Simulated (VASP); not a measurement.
SbMo, 2 atoms in the cell. The structure is cubic, space group Fm-3m (No. 225). The conventional cell has a = 5.451 Å, b = 5.451 Å, c = 5.451 Å, α = 90.00°, β = 90.00°, γ = 90.00°. Mo (site symmetry m-3m) has 6 Sb at 2.73 Å within 3.6 Å. Within 3.6 Å of Sb (site symmetry m-3m) lie 6 Mo at 2.73 Å. 

| Quantity | Value |
| --- | --- |
| Program | VASP 6.6.1 |
| Task | density of states |
| Functional | PBEsol |
| Potentials or basis | VASP PAW PBE potentials, release 64 (Mo_sv, Sb) |
| Cutoff | 520 eV |
| k mesh | 10 × 10 × 10 |
| Occupations | gaussian, width 0.05 eV |
| Spin | no spin polarisation |
| Dipole correction | no |
| k mesh for the DOS | 15 × 15 × 15 |
| Occupations for the DOS | tetrahedron |
| Further INCAR settings | ALGO = Normal; EDIFF = 1e-07 |

Potentials or basis: VASP PAW PBE potentials, release 64 (Mo_sv, Sb).

Run with:

```bash
$ cat potpaw_PBE.64/Mo_sv/POTCAR potpaw_PBE.64/Sb/POTCAR > POTCAR
$ cp INCAR.step1 INCAR
$ cp KPOINTS.step1 KPOINTS
$ mpirun -np 1 vasp_std > vasp.out
$ cp INCAR.step2 INCAR
$ cp KPOINTS.step2 KPOINTS
$ mpirun -np 1 vasp_std > vasp.out
```

Hardware: 1 thread of Intel Xeon 8259CL (shared host).

Question: How long does it take, and how much memory?

Answer: Wall time 110 s on 1 thread of Intel Xeon 8259CL, on a shared host, peak memory 0.21 GiB. Counts: k points 120.
